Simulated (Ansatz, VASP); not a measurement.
# One calculation of Nb, two programs

INCAR

```
SYSTEM = Nb
PREC     = Accurate       ! precision mode
ENCUT    = 520            ! plane-wave cutoff, eV
EDIFF    = 1E-6           ! SCF threshold, eV
ISMEAR   = -1             ! smearing method
SIGMA    = 0.08           ! smearing width, eV
LREAL    = .False.        ! projectors in reciprocal space
LASPH    = .True.         ! aspherical terms in the spheres
NELM     = 100            ! most SCF steps
ALGO     = Normal         ! electronic algorithm
ISIF     = 2              ! what is computed and relaxed
LWAVE    = .False.        ! write WAVECAR
LCHARG   = .False.        ! write CHGCAR
GGA      = PE             ! functional
NBANDS   = 12             ! bands
```

The input KPOINTS:

```
Automatic mesh
0
Gamma
  13 13 13
  0 0 0
```

Contents of POSCAR:

```
Nb
1.0
   -0.0211500000      2.1044250000      2.1044250000
    2.1044250000     -0.0211500000      2.1044250000
    2.1044250000      2.1044250000     -0.0211500000
Nb
1
Direct
    0.0000000000      0.0000000000      0.0000000000
```

Input for Ansatz:

```yaml
crystal:
  lattice:
    - [-0.02115, 2.104425, 2.104425]
    - [2.104425, -0.02115, 2.104425]
    - [2.104425, 2.104425, -0.02115]
  atoms:
    - { symbol: Nb, position: [0.0, 0.0, 0.0] }
kpoints:
  mp_grid: { grid: [13, 13, 13] }
  band_path:
    path:
      - [0.0, 0.0, 0.0]
      - [0.5, 0.5, 0.5]
      - [0.2525443832, 0.5, 0.7474556168]
      - [-0.2525443832, 0.2525443832, 0.5]
      - [0.0, 0.0, 0.5]
      - [0.0, 0.0, 0.0]
      - [-0.3762721916, 0.0, 0.3762721916]
      - [0.0, 0.3762721916, 0.6237278084]
      - [0.0, 0.5, 0.5]
    npoints: 5
scf:
  occupations: { method: fermi_dirac, width: 0.08 }
hamiltonian:
  xc: pbe
  pseudopotentials: { kind: all_electron, lapw: { basis_error: 0.00025 } }
output:
  forces: true
  stress: true
  eigenvalues: true
```

Change from the starting cell: equal xy, yz and zx shear strains of -1 %.

Alike in both runs: task single point; functional PBE; k mesh 13 × 13 × 13; occupations fermi-dirac, width 0.08 eV; no spin polarisation.

|  | VASP | Ansatz |
| --- | --- | --- |
| version | VASP 6.6.1 | Ansatz 0.2.0 |
| potentials or method | VASP PAW PBE potentials, release 64 (Nb_sv), cutoff 520 eV | all-electron LAPW, scalar-relativistic |

VASP gave:

| Quantity | Value |
| --- | --- |
| pressure (GPa) | -1.4 |
| traceless stress, the component that is largest in VASP (GPa) | -0.38 |

Which values does Ansatz return?

Pressure (GPa): -1.1; traceless stress, the component that is largest in VASP (GPa): -0.39.

Ansatz ran all-electron here, and VASP with PAW potentials.
